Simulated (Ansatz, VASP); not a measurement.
One calculation of C21O, two programs

INCAR

```
SYSTEM = C21O
ALGO     = Normal         ! electronic algorithm
DIPOL    = 0.5 0.5 0.296
EDIFF    = 1E-6           ! SCF threshold, eV
ENCUT    = 520            ! plane-wave cutoff, eV
GGA      = PE             ! functional
IDIPOL   = 3            
ISIF     = 2              ! what is computed and relaxed
ISMEAR   = 0              ! smearing method
IVDW     = 12             ! dispersion correction
LASPH    = .TRUE.         ! aspherical terms in the spheres
LCHARG   = .FALSE.        ! write CHGCAR
LDIPOL   = .TRUE.       
LREAL    = Auto         
LWAVE    = .FALSE.        ! write WAVECAR
NBANDS   = 62             ! bands
NELM     = 60             ! most SCF steps
PREC     = Accurate       ! precision mode
SIGMA    = 0.05           ! smearing width, eV
```

The input KPOINTS:

```
k-points
0
G
  5 8 1
  0 0 0
```

File POSCAR:

```
C21O
1.0
    5.0304222913      0.0000000000      0.0000000000
    0.0000000000      3.5570457144      0.0000000000
    0.0000000000      0.0000000000     23.8251416051
C O
21 1
Direct
    0.2500000000      0.0000000000      0.1678898731
    0.7500000000      0.0000000000      0.1678898731
    0.0000000000      0.2500000000      0.1678898731
    0.5000000000      0.2500000000      0.1678898731
    0.0000000000      0.5000000000      0.2206746831
    0.5000000000      0.5000000000      0.2206746831
    0.2500000000      0.7500000000      0.2206746831
    0.7500000000      0.7500000000      0.2206746831
    0.2500000000      0.0023818432      0.2733210081
    0.7500000000      0.0023818432      0.2733210081
    0.0000000000      0.2476181568      0.2733210081
    0.5000000000      0.2476181568      0.2733210081
    0.0000000000      0.5094747646      0.3275705903
    0.5000000000      0.5094747646      0.3275705903
    0.2500000000      0.7405252354      0.3275705903
    0.7500000000      0.7405252354      0.3275705903
    0.2500000000      0.0286707501      0.3725115994
    0.7500000000      0.0286707501      0.3725115994
    0.0000000000      0.2213292499      0.3725115994
    0.5000000000      0.2213292499      0.3725115994
    0.5000000000      0.2786707501      0.5550918364
    0.5000000000      0.2786707501      0.5068234979
```

Input for Ansatz:

```yaml
crystal:
  lattice:
    - [5.0304222913, 0.0, 0.0]
    - [0.0, 3.5570457144, 0.0]
    - [0.0, 0.0, 23.8251416051]
  atoms:
    - { symbol: C, position: [0.25, 0.0, 0.1678898731] }
    - { symbol: C, position: [0.75, 0.0, 0.1678898731] }
    - { symbol: C, position: [0.0, 0.25, 0.1678898731] }
    - { symbol: C, position: [0.5, 0.25, 0.1678898731] }
    - { symbol: C, position: [0.0, 0.5, 0.2206746831] }
    - { symbol: C, position: [0.5, 0.5, 0.2206746831] }
    - { symbol: C, position: [0.25, 0.75, 0.2206746831] }
    - { symbol: C, position: [0.75, 0.75, 0.2206746831] }
    - { symbol: C, position: [0.25, 0.0023818432, 0.2733210081] }
    - { symbol: C, position: [0.75, 0.0023818432, 0.2733210081] }
    - { symbol: C, position: [0.0, 0.2476181568, 0.2733210081] }
    - { symbol: C, position: [0.5, 0.2476181568, 0.2733210081] }
    - { symbol: C, position: [0.0, 0.5094747646, 0.3275705903] }
    - { symbol: C, position: [0.5, 0.5094747646, 0.3275705903] }
    - { symbol: C, position: [0.25, 0.7405252354, 0.3275705903] }
    - { symbol: C, position: [0.75, 0.7405252354, 0.3275705903] }
    - { symbol: C, position: [0.25, 0.0286707501, 0.3725115994] }
    - { symbol: C, position: [0.75, 0.0286707501, 0.3725115994] }
    - { symbol: C, position: [0.0, 0.2213292499, 0.3725115994] }
    - { symbol: C, position: [0.5, 0.2213292499, 0.3725115994] }
    - { symbol: O, position: [0.5, 0.2786707501, 0.5068234979] }
    - { symbol: C, position: [0.5, 0.2786707501, 0.5550918364] }
basis:
  ecutwfc: 420
kpoints:
  mp_grid: { grid: [5, 8, 1] }
hamiltonian:
  xc: pbe
  pseudopotentials: { kind: paw, azcp: { folder: soft_1 } }
  dispersion: d3bj
scf:
  occupations: { method: gaussian, width: 0.05 }
output:
  forces: true
  eigenvalues: true
efield:
  axis: 3
  dipole_correction: true
  ramp_width: 0.04
```

Alike in both runs: task single point; functional PBE; dispersion D3(BJ); k mesh 5 × 8 × 1; occupations gaussian, width 0.05 eV; no spin polarisation.

|  | VASP | Ansatz |
| --- | --- | --- |
| version | VASP 6.6.1 | Ansatz 0.2.0 |
| potentials or method | VASP PAW PBE potentials, release 64 (C, O), cutoff 520 eV | scalar-relativistic, plane waves, PAW |
| valence electrons in the cell | 90 | 90 |

|  | VASP | Ansatz | Ansatz less VASP |
| --- | --- | --- | --- |
| gap on the k mesh at the Fermi level (eV) | none | none | - |
| rms of the force components (eV/Å) | 1.138 | 1.167 | +0.0288 |

A gap of «none» marks a metal or a gap that the smearing closes.

Noted on VASP's run: the standard files for N, O and F lose accuracy on very short bonds.
